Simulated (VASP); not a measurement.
# KCl (P6_3/mmc) in VASP: single point with PBE

Aim: the single point of KCl with PBE.

Everything below comes from runs of VASP 6.6.1. Logs are shortened: lines on timing, memory, paths and dates and some standing lists are left out, and cuts for length are marked.

### Step 1. The cell of the first run

It takes space group P6_3/mmc (No. 194, hexagonal). Conventional cell: a = 4.340 Å, b = 4.340 Å, c = 7.636 Å, α = 90.00°, β = 90.00°, γ = 120.00°. Within 4.1 Å of K (site symmetry -3m) lie 6 Cl at 3.15 Å and 2 K at 3.82 Å. Within 4.1 Å of Cl (site symmetry -6m2) lie 6 K at 3.15 Å.

### Step 2. Single point, PBE

The input, INCAR:

```
ALGO = Normal ; EDIFF = 1E-6
ENCUT = 520 ; GGA = PE
ISIF = 2 ; ISMEAR = 0
LASPH = T ; LCHARG = T
LELF = T ; LREAL = F
LVHAR = T ; LWAVE = F
NBANDS = 24 ; NELM = 100
PREC = Accurate ; SIGMA = 0.01
```

The input, KPOINTS:

```
k-points
0
Gamma
  6 6 2
```

The input, POSCAR:

```
KCl
1.0
    4.3400788661      0.0000000000      0.0000000000
   -2.1700394331      3.7586185525      0.0000000000
    0.0000000000      0.0000000000      7.6359739997
K Cl
2 2
Direct
    0.0000000000      0.0000000000      0.0000000000
    0.0000000000      0.0000000000      0.5000000000
    0.3333333333      0.6666666667      0.2500000000
    0.6666666667      0.3333333333      0.7500000000
```

Potentials or basis: VASP PAW PBE potentials, release 64 (K_sv, Cl).

Run with:

```
cat potpaw_PBE.64/K_sv/POTCAR potpaw_PBE.64/Cl/POTCAR > POTCAR
mpirun -np 1 vasp_std > vasp.out
```

OUTCAR:

```text
EDIFF = 1E-6
   ENCUT = 520
   GGA = PE
   ISIF = 2
   ISMEAR = 0
   LASPH = T
   LREAL = F
   NELM = 100
   PREC = Accurate

 ion  position               nearest neighbor table
   1  0.000  0.000  0.000-   3 3.15   4 3.15   4 3.15   3 3.15   4 3.15   3 3.15
   2  0.000  0.000  0.500-   3 3.15   4 3.15   4 3.15   3 3.15   4 3.15   3 3.15
   3  0.333  0.667  0.250-   1 3.15   2 3.15   1 3.15   2 3.15   1 3.15   2 3.15
   4  0.667  0.333  0.750-   1 3.15   2 3.15   1 3.15   2 3.15   1 3.15   2 3.15

  LATTYP: Found a hexagonal cell.
 ALAT       =     4.3400788661
 C/A-ratio  =     1.7594090419

  Lattice vectors:

 A1 = (   4.3400788661,   0.0000000000,   0.0000000000)
 A2 = (  -2.1700394331,   3.7586185525,   0.0000000000)
 A3 = (   0.0000000000,   0.0000000000,   7.6359739997)

Analysis of symmetry for initial positions (statically):
=====================================================================
 Subroutine PRICEL returns:
 Original cell was already a primitive cell.

 Routine SETGRP: Setting up the symmetry group for a
 hexagonal supercell.

 Subroutine GETGRP returns: Found 24 space group operations
 (whereof 12 operations were pure point group operations)
 out of a pool of 24 trial point group operations.

The static configuration has the point symmetry D_3d.
 The point group associated with its full space group is D_6h.

Analysis of symmetry for dynamics (positions and initial velocities):
=====================================================================
 Subroutine PRICEL returns:
 Original cell was already a primitive cell.

 Routine SETGRP: Setting up the symmetry group for a
 hexagonal supercell.

 Subroutine GETGRP returns: Found 24 space group operations
 (whereof 12 operations were pure point group operations)
 out of a pool of 24 trial point group operations.

The dynamic configuration has the point symmetry D_3d.
 The point group associated with its full space group is D_6h.

 Subroutine INISYM returns: Found 24 space group operations
 (whereof 12 operations are pure point group operations),
 and found     1 'primitive' translations

----------------------------------------------------------------------------------------
[... 80 lines left out ...]
   ISPIN  =      1    spin polarized calculation?
   LNONCOLLINEAR =      F non collinear calculations
   LSORBIT =      F    spin-orbit coupling
   LASPH  =      T    aspherical Exc in radial PAW
   ENCUT  =  520.0 eV  38.22 Ry    6.18 a.u.   8.07  8.07 14.20*2*pi/ulx,y,z
   NELM   =    100;   NELMIN=  2; NELMDL= -5     # of ELM steps
   EDIFF  = 0.1E-05   stopping-criterion for ELM
   LREAL  =      F    real-space projection
   EDIFFG = 0.1E-04   stopping-criterion for IOM
   NSW    =      0    number of steps for IOM
   IBRION =     -1    ionic relax: 0-MD 1-quasi-New 2-CG
   NFREE  =      0    steps in history (QN), initial steepest desc. (CG)
   ISIF   =      2    stress and relaxation
   ISYM   =      2    0-nonsym 1-usesym 2-fastsym
   POTIM  = 0.5000    time-step for ionic-motion
   TEBEG  =    0.0;   TEEND  =   0.0 temperature during run
   PSTRESS=    0.0 pullay stress
   NELECT =      32.0000    total number of electrons
   NUPDOWN=      -1.0000    fix difference up-down
   EMIN   =  10.00;   EMAX   =-10.00  energy-range for DOS
   EFERMI =   0.00;   METHOD = LEGACY
   ISMEAR =     0;   SIGMA  =   0.01  broadening in eV -4-tet -1-fermi 0-gaus
   EFERMI_NEDOS =   21; number of points for ismear=-14 and -15
   IALGO  =     38    algorithm
   IMIX   =      4    mixing-type and parameters
     AMIX     =   0.40;   BMIX     =  1.00
     AMIX_MAG =   1.60;   BMIX_MAG =  1.00
  volume/ion in A,a.u.               =      31.14       210.15
  Fermi-wavevector in a.u.,A,eV,Ry     =   1.040706  1.966649 14.736048  1.083069
  Thomas-Fermi vector in A             =   2.175294
   LORBIT       =      0    0 simple, 1 ext, 2 COOP (PROOUT), +10 PAW based schemes
   GGA     = PE    functional components
   LHFCALC =     F    Hartree Fock is set to
   AEXX    =    0.0000 exact exchange contribution
   IVDW    =     0    specifies the selected vdW correction
   LEPSILON=     F    determine dielectric tensor
   LRPA    =     F    only Hartree local field effects (RPA)
 non-spin polarized calculation
 Gauss-broadening in eV      SIGMA  =   0.01
  energy-cutoff  :      520.00
  volume of cell :      124.56
 maximum number of plane-waves:      3370
   NGX = 17   NGY = 17   NGZ = 29

 number of electron      31.9999999 magnetization

 Free energy of the ion-electron system (eV)
  ---------------------------------------------------
  ext. energy  EPLUGINS =         0.00000000
  ---------------------------------------------------
  free energy    TOTEN  =       -13.49298625 eV

  energy without entropy =      -13.49298625  energy(sigma->0) =      -13.49298625

 E-fermi :  -1.7043     XC(G=0):  -7.5382

 val. band max:       -1.7698942702   @ k =   0.0000   0.0000   0.0000
 cond. band min:       3.3547006497   @ k =   0.0000   0.0000   0.0000
 fundamental gap:      5.1245949198
 Fermi energy:        -1.7042586563

 k-point     1 :       0.0000    0.0000    0.0000
  band No.  band energies     occupation
      1     -29.1383      2.00000
      2     -29.1172      2.00000
      3     -14.1981      2.00000
      4     -13.9436      2.00000
      5     -12.5998      2.00000
      6     -12.5998      2.00000
[... 367 lines left out ...]
     23       8.1443      0.00000
     24       8.1455      0.00000

------------------------ aborting loop because EDIFF is reached ----------------------------------------

  FORCE on cell =-STRESS in cart. coord.  units (eV):
  Direction    XX          YY          ZZ          XY          YZ          ZX
  --------------------------------------------------------------------------------------
  -------------------------------------------------------------------------------------
  Total        0.6230374      0.6230374      0.6613478     -0.0000000      0.0000000      0.0000000
  in kB        8.0137239      8.0137239      8.5064862     -0.0000000      0.0000000      0.0000000
  external PRESSURE =       8.1779780 kB  Pullay stress =       0.0000000 kB

 VOLUME and BASIS-vectors are now :
 -----------------------------------------------------------------------------
  energy-cutoff  :      520.00
  volume of cell :      124.56
      direct lattice vectors                 reciprocal lattice vectors
     4.340078866  0.000000000  0.000000000     0.230410560  0.133027599  0.000000000
    -2.170039433  3.758618553  0.000000000     0.000000000  0.266055197  0.000000000
     0.000000000  0.000000000  7.635974000     0.000000000  0.000000000  0.130959063

 POSITION                                       TOTAL-FORCE (eV/Angst)
 -----------------------------------------------------------------------------------
      0.00000      0.00000      0.00000         0.000000      0.000000      0.000000
      0.00000      0.00000      3.81799         0.000000      0.000000      0.000000
     -0.00000      2.50575      1.90899        -0.000000      0.000000      0.000000
      2.17004      1.25287      5.72698         0.000000     -0.000000      0.000000
 -----------------------------------------------------------------------------------
    total drift:                                0.000000     -0.000000      0.000000

  FREE ENERGIE OF THE ION-ELECTRON SYSTEM (eV)
  ---------------------------------------------------
  free  energy   TOTEN  =       -13.4929862481 eV

  energy  without entropy=      -13.4929862481  energy(sigma->0) =      -13.49298625
```

OSZICAR:

```text
N       E                     dE             d eps       ncg     rms          rms(c)
DAV:   1     0.234826620088E+03    0.23483E+03   -0.14260E+04   672   0.118E+03
DAV:   2     0.259273118681E+01   -0.23223E+03   -0.22192E+03   896   0.306E+02
DAV:   3    -0.137462567723E+02   -0.16339E+02   -0.16272E+02  1112   0.687E+01
DAV:   4    -0.140786481136E+02   -0.33239E+00   -0.33185E+00   960   0.101E+01
DAV:   5    -0.140926571159E+02   -0.14009E-01   -0.14008E-01  1008   0.157E+00    0.471E+00
DAV:   6    -0.134985196860E+02    0.59414E+00   -0.10875E+00   816   0.415E+00    0.382E+00
DAV:   7    -0.134643057517E+02    0.34214E-01   -0.30017E-01   856   0.234E+00    0.240E+00
DAV:   8    -0.134913012020E+02   -0.26995E-01   -0.61169E-02   928   0.138E+00    0.453E-01
DAV:   9    -0.134911139233E+02    0.18728E-03   -0.58107E-03   880   0.348E-01    0.134E-01
DAV:  10    -0.134929338063E+02   -0.18199E-02   -0.19433E-03   768   0.257E-01    0.251E-02
DAV:  11    -0.134929714592E+02   -0.37653E-04   -0.69245E-05  1088   0.390E-02    0.103E-02
DAV:  12    -0.134929868155E+02   -0.15356E-04   -0.24635E-05   768   0.249E-02    0.101E-02
DAV:  13    -0.134929862481E+02    0.56738E-06   -0.28824E-06   776   0.978E-03
   1 F= -.13492986E+02 E0= -.13492986E+02  d E =-.305891E-22
```

stdout:

```text
POSCAR found type information on POSCAR K Cl
 POSCAR found :  2 types and       4 ions
 scaLAPACK will be used
 LDA part: xc-table for (Slater+PW92), standard interpolation
 POSCAR, INCAR and KPOINTS ok, starting setup
 FFT: planning ... GRIDC
 FFT: planning ... GRID_SOFT
 FFT: planning ... GRID
 WAVECAR not read
 entering main loop
```

It took 27 s on 1 thread of Intel Xeon Platinum 8488C (Sapphire Rapids), shared host; peak memory 0.24 GiB.

Results:

```
Free energy            : -13.4930 eV
Pressure               : 0.8 GPa
Band gap on the k mesh : 5.12 eV, direct
```
